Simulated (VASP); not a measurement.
Here is a VASP 6.6.1 calculation.

Contents of INCAR:

```
SYSTEM = AgCl
ALGO = Normal ; EDIFF = 1E-8
ENCUT = 520 ; GGA = PE
IBRION = 8 ; ISIF = 2
ISMEAR = 0 ; LASPH = .TRUE.
LCHARG = .TRUE. ; LEPSILON = .TRUE.
LREAL = .FALSE. ; LWAVE = .FALSE.
NELM = 80 ; NSW = 1
PREC = Accurate ; SIGMA = 0.01
```

The input KPOINTS:

```
k-points
0
G
  8 8 8
  0 0 0
```

POSCAR

```
AgCl
1.0
    0.0000000000      2.8055689746      2.8055689746
    2.8055689746      0.0000000000      2.8055689746
    2.8055689746      2.8055689746      0.0000000000
Ag Cl
1 1
Direct
    0.0000000000      0.0000000000      0.0000000000
    0.5000000000      0.5000000000      0.5000000000
```

Potentials or basis: VASP PAW PBE potentials, release 64 (Ag, Cl).

Command:

```bash
$ cat potpaw_PBE.64/Ag/POTCAR potpaw_PBE.64/Cl/POTCAR > POTCAR
$ mpirun -np 1 vasp_std > vasp.out
```

(1) Estimate the electronic dielectric tensor (diagonal).

(2) Predict the Born charges (mean of the diagonal).

(3) Estimate the highest phonon frequency at Γ, LO-TO splitting left out.

Results:

(1) 4.94.

(2) Ag +1.45; Cl -1.45 e.

(3) 90 cm⁻¹.
